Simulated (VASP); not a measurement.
# SrO in VASP: notebook, part 2 of 2

VASP 6.6.1. Earlier steps stand in the parts before.

### Step 4. Single point, PBE (atoms moved at random and the cell strained at random)

INCAR

```
SYSTEM = SrO
PREC = Accurate
ENCUT = 520
EDIFF = 1E-6
ISMEAR = 0
SIGMA = 0.02
LREAL = .False.
LASPH = .True.
NELM = 100
ALGO = Normal
ISIF = 2
LWAVE = .False.
LCHARG = .False.
GGA = PE
NBANDS = 15
```

KPOINTS

```
regular mesh
0
Gamma
  8 8 8
  0 0 0
```

POSCAR

```
SrO
1.0
    0.0172176600      2.5630671240      2.5623475800
    2.5294027440      0.0289359480      2.5506292920
    2.5635810840      2.5855271760     -0.0052423920
Sr O
1 1
Direct
    0.0057494747      0.0060063040      0.0083839209
    0.4942505253      0.4939936960      0.4916160791
```

Potentials or basis: VASP PAW PBE potentials, release 64 (Sr_sv, O).

Run with:

```bash
cat potpaw_PBE.64/Sr_sv/POTCAR potpaw_PBE.64/O/POTCAR > POTCAR
mpirun -np 1 vasp_std > vasp.out
```

OUTCAR:

```text
SYSTEM = SrO
   PREC = Accurate
   ENCUT = 520
   EDIFF = 1E-6
   ISMEAR = 0
   LREAL = .False.
   LASPH = .True.
   NELM = 100
   ISIF = 2
   GGA = PE

 ion  position               nearest neighbor table
   1  0.006  0.006  0.008-   2 2.47   2 2.49   2 2.50   2 2.61   2 2.62   2 2.64
   2  0.494  0.494  0.492-   1 2.47   1 2.49   1 2.50   1 2.61   1 2.62   1 2.64

  Warning from LATTYP: Got some problem with cell dimensions!
  Tried to take original basis but could not verify dimensions!
  LATTYP: Found a triclinic cell.
 ALAT       =     3.5683374324
 B/A-ratio  =     1.0156708820
 C/A-ratio  =     1.0131381527
 COS(alpha) =     0.0003260278
 COS(beta)  =     0.4932377265
 COS(gamma) =     0.5012090208

  Lattice vectors:

 A1 = (  -2.5121850840,   2.5341311760,   0.0117182880)
 A2 = (   0.0172176600,   2.5630671240,   2.5623475800)
 A3 = (   0.0341783400,   2.5565912280,  -2.5558716840)

Analysis of symmetry for initial positions (statically):
=====================================================================
 Subroutine PRICEL returns:
 Original cell was already a primitive cell.

 Routine SETGRP: Setting up the symmetry group for a
 triclinic supercell.

 Subroutine GETGRP returns: Found  1 space group operations
 (whereof  1 operations were pure point group operations)
 out of a pool of  2 trial point group operations.

The static configuration has the point symmetry C_1 .

Analysis of symmetry for dynamics (positions and initial velocities):
=====================================================================
 Subroutine PRICEL returns:
 Original cell was already a primitive cell.

 Routine SETGRP: Setting up the symmetry group for a
 triclinic supercell.

 Subroutine GETGRP returns: Found  1 space group operations
 (whereof  1 operations were pure point group operations)
 out of a pool of  2 trial point group operations.

The dynamic configuration has the point symmetry C_1 .

 Subroutine INISYM returns: Found  1 space group operations
 (whereof  1 operations are pure point group operations),
 and found     1 'primitive' translations

----------------------------------------------------------------------------------------

                                     Primitive cell

  volume of cell :      33.2469

  direct lattice vectors                    reciprocal lattice vectors
     0.017217660  2.563067124  2.562347580    -0.198360250  0.197070871  0.194473783
     2.529402744  0.028935948  2.550629292     0.199671133 -0.197578314  0.196292109
     2.563581084  2.585527176 -0.005242392     0.194402506  0.193620570 -0.194981226

  length of vectors
     3.624256427  3.592273001  3.641006212     0.340593261  0.342689865  0.336599076

  position of ions in fractional coordinates (direct lattice)
     0.005749475  0.006006304  0.008383921
     0.494250525  0.493993696  0.491616079

  ion indices of the primitive-cell ions
   primitive index   ion index
                 1           1
                 2           2

----------------------------------------------------------------------------------------

 KPOINTS: regular mesh

Automatic generation of k-mesh.
 Grid dimensions read from file:
[... 24 lines left out ...]
  0.250000  0.000000  0.000000      2.000000
  0.375000  0.000000 -0.000000      2.000000
  0.500000  0.000000  0.000000      1.000000
  0.000000  0.125000 -0.000000      2.000000
[... 16 lines left out ...]
  0.125000  0.375000 -0.000000      2.000000
  0.250000  0.375000 -0.000000      2.000000
 [... further k-points ...]
   k-points           NKPTS =    260   k-points in BZ     NKDIM =    260   number of bands    NBANDS=     15
   number of dos      NEDOS =    301   number of ions     NIONS =      2
   total plane-waves  NPLWV =  21952
   dimension x,y,z NGX =    28 NGY =   28 NGZ =   28
   dimension x,y,z NGXF=    56 NGYF=   56 NGZF=   56
   ions per type =               1   1
   NGX,Y,Z   is equivalent  to a cutoff of  12.84, 12.96, 12.78 a.u.
   NGXF,Y,Z  is equivalent  to a cutoff of  25.69, 25.92, 25.57 a.u.
 SYSTEM =  SrO
   PREC   = accura    normal or accurate (medium, high low for compatibility)
   ISTART =      0    job   : 0-new  1-cont  2-samecut
   ICHARG =      2    charge: 1-file 2-atom 10-const
   ISPIN  =      1    spin polarized calculation?
   LNONCOLLINEAR =      F non collinear calculations
   LSORBIT =      F    spin-orbit coupling
   LASPH  =      T    aspherical Exc in radial PAW
   ENCUT  =  520.0 eV  38.22 Ry    6.18 a.u.   6.74  6.68  6.77*2*pi/ulx,y,z
   NELM   =    100;   NELMIN=  2; NELMDL= -5     # of ELM steps
   EDIFF  = 0.1E-05   stopping-criterion for ELM
   LREAL  =      F    real-space projection
   EDIFFG = 0.1E-04   stopping-criterion for IOM
   NSW    =      0    number of steps for IOM
   IBRION =     -1    ionic relax: 0-MD 1-quasi-New 2-CG
   NFREE  =      0    steps in history (QN), initial steepest desc. (CG)
   ISIF   =      2    stress and relaxation
   ISYM   =      2    0-nonsym 1-usesym 2-fastsym
   POTIM  = 0.5000    time-step for ionic-motion
   TEBEG  =    0.0;   TEEND  =   0.0 temperature during run
   PSTRESS=    0.0 pullay stress
   NELECT =      16.0000    total number of electrons
   NUPDOWN=      -1.0000    fix difference up-down
   EMIN   =  10.00;   EMAX   =-10.00  energy-range for DOS
   EFERMI =   0.00;   METHOD = LEGACY
   ISMEAR =     0;   SIGMA  =   0.02  broadening in eV -4-tet -1-fermi 0-gaus
   EFERMI_NEDOS =   21; number of points for ismear=-14 and -15
   IALGO  =     38    algorithm
   IMIX   =      4    mixing-type and parameters
     AMIX     =   0.40;   BMIX     =  1.00
     AMIX_MAG =   1.60;   BMIX_MAG =  1.00
  volume/ion in A,a.u.               =      16.62       112.18
  Fermi-wavevector in a.u.,A,eV,Ry     =   1.282914  2.424356 22.393400  1.645868
  Thomas-Fermi vector in A             =   2.415198
   LORBIT       =      0    0 simple, 1 ext, 2 COOP (PROOUT), +10 PAW based schemes
   GGA     = PE    functional components
   LHFCALC =     F    Hartree Fock is set to
   AEXX    =    0.0000 exact exchange contribution
   IVDW    =     0    specifies the selected vdW correction
   LEPSILON=     F    determine dielectric tensor
   LRPA    =     F    only Hartree local field effects (RPA)
 non-spin polarized calculation
 Gauss-broadening in eV      SIGMA  =   0.02
  energy-cutoff  :      520.00
  volume of cell :       33.25
 maximum number of plane-waves:       912
   NGX = 13   NGY = 13   NGZ = 13

 number of electron      16.0000001 magnetization

 Free energy of the ion-electron system (eV)
  ---------------------------------------------------
  ext. energy  EPLUGINS =         0.00000000
  ---------------------------------------------------
  free energy    TOTEN  =       -11.99766656 eV

  energy without entropy =      -11.99766656  energy(sigma->0) =      -11.99766656

 E-fermi :   1.8507     XC(G=0): -10.1277

 val. band max:        1.7645410386   @ k =   0.0000   0.0000   0.0000
 cond. band min:       5.0761144954   @ k =  -0.0000   0.5000   0.5000
 fundamental gap:      3.3115734568
 Fermi energy:         1.8506923598

 k-point     1 :       0.0000    0.0000    0.0000
  band No.  band energies     occupation
      1     -30.5360      2.00000
      2     -13.3957      2.00000
      3     -12.1542      2.00000
      4     -12.1434      2.00000
      5     -12.1159      2.00000
      6       1.7018      2.00000
      7       1.7151      2.00000
      8       1.7645      2.00000
      9       5.8956      0.00000
     10       7.9584      0.00000
     11       8.0568      0.00000
     12       8.2074      0.00000
     13      10.2386      0.00000
     14      10.3649      0.00000
[... 401 lines left out ...]
      2     -14.2470      2.00000
      3     -12.4578      2.00000
      4     -12.4165      2.00000
      5     -11.6992      2.00000
      6       0.4863      2.00000
      7       1.2933      2.00000
      8       1.4874      2.00000
      9       6.1254      0.00000
     10       8.8754      0.00000
     11      10.9541      0.00000
     12      11.3107      0.00000
     13      11.9150      0.00000
     14      12.8773      0.00000
     15      18.1475      0.00000

 [... further k-points ...]
[... 5 lines left out ...]
  --------------------------------------------------------------------------------------
  -------------------------------------------------------------------------------------
  Total        1.4770523      1.1795639      1.1355501     -0.2455463     -0.0405086      0.0531352
  in kB       71.1794552     56.8434273     54.7223927    -11.8329292     -1.9521172      2.5605981
  external PRESSURE =      60.9150917 kB  Pullay stress =       0.0000000 kB

 VOLUME and BASIS-vectors are now :
 -----------------------------------------------------------------------------
  energy-cutoff  :      520.00
  volume of cell :       33.25
      direct lattice vectors                 reciprocal lattice vectors
     0.017217660  2.563067124  2.562347580    -0.198360250  0.197070871  0.194473783
     2.529402744  0.028935948  2.550629292     0.199671133 -0.197578314  0.196292109
     2.563581084  2.585527176 -0.005242392     0.194402506  0.193620570 -0.194981226

 POSITION                                       TOTAL-FORCE (eV/Angst)
 -----------------------------------------------------------------------------------
      0.03678      0.03659      0.03001        -0.221099     -0.183003     -0.145717
      2.51832      2.55218      2.52386         0.221099      0.183003      0.145717
 -----------------------------------------------------------------------------------
    total drift:                               -0.000084     -0.000066     -0.000195

  FREE ENERGIE OF THE ION-ELECTRON SYSTEM (eV)
  ---------------------------------------------------
  free  energy   TOTEN  =       -11.9976665585 eV

  energy  without entropy=      -11.9976665585  energy(sigma->0) =      -11.99766656
```

OSZICAR:

```text
N       E                     dE             d eps       ncg     rms          rms(c)
DAV:   1     0.678771636904E+02    0.67877E+02   -0.85319E+03  7800   0.105E+03
DAV:   2    -0.111098904036E+02   -0.78987E+02   -0.72311E+02 10788   0.221E+02
DAV:   3    -0.141585729619E+02   -0.30487E+01   -0.30327E+01 10329   0.393E+01
DAV:   4    -0.142169897562E+02   -0.58417E-01   -0.58411E-01  9603   0.534E+00
DAV:   5    -0.142185275077E+02   -0.15378E-02   -0.15377E-02 10038   0.683E-01    0.175E+01
DAV:   6    -0.121379110381E+02    0.20806E+01   -0.66228E+00  7947   0.199E+01    0.204E+01
DAV:   7    -0.120059268356E+02    0.13198E+00   -0.28456E-01  9368   0.482E+00    0.118E+01
DAV:   8    -0.119954103279E+02    0.10517E-01   -0.11468E-01 10446   0.336E+00    0.549E-01
DAV:   9    -0.119970290257E+02   -0.16187E-02   -0.54684E-03  9877   0.480E-01    0.231E-01
DAV:  10    -0.119975150858E+02   -0.48606E-03   -0.45331E-04  8339   0.195E-01    0.760E-02
DAV:  11    -0.119976483680E+02   -0.13328E-03   -0.12427E-04  8570   0.827E-02    0.269E-02
DAV:  12    -0.119976667059E+02   -0.18338E-04   -0.23165E-05  8318   0.358E-02    0.134E-02
DAV:  13    -0.119976665585E+02    0.14747E-06   -0.83064E-07  7067   0.874E-03
   1 F= -.11997667E+02 E0= -.11997667E+02  d E =-.192662E-12
```

stdout:

```text
POSCAR found type information on POSCAR SrO
 POSCAR found :  2 types and       2 ions
 scaLAPACK will be used
 LDA part: xc-table for (Slater+PW92), standard interpolation
 POSCAR, INCAR and KPOINTS ok, starting setup
 FFT: planning ... GRIDC
 FFT: planning ... GRID_SOFT
 FFT: planning ... GRID
 WAVECAR not read
 entering main loop
```

It took 52 s on 1 thread of Intel Xeon 6975P-C (Granite Rapids), shared host; peak memory 0.25 GiB.

What came out:

* Free energy: -11.9977 eV
* Pressure: 6.1 GPa
* Largest force: 0.322 eV/Å
* Band gap on the k mesh: 3.31 eV, indirect (least direct gap 3.40 eV)

Forces in eV/Å, atoms in the order of the input:
```
Sr  -0.221 -0.183 -0.146
O    0.221  0.183  0.146
```

Caveat: the cell differs from its parent crystal (atoms moved at random and the cell strained at random).

### Step 5. Overview

```csv
cell,gap on the mesh (eV),pressure (GPa),largest force (eV/Å)
"a = 3.794 Å, angles 60.0°, 2 atoms",3.14,-6.3,-
"a = 3.497, b = 3.509, c = 3.518 Å, angles 59.7, 59.9, 60.2°, 2 atoms",3.15,17.3,0.23
"a = 3.624, b = 3.592, c = 3.641 Å, angles 60.0, 59.7, 59.3°, 2 atoms",3.31,6.1,0.32
```

Alike in all rows: task single point; level PBE; potentials or basis VASP PAW PBE potentials, release 64 (Sr_sv, O); no spin polarisation; k mesh 8 × 8 × 8; cutoff (eV) 520; smearing gaussian 0.02 eV.

Absolute energies hang on the potentials; compare differences alone.
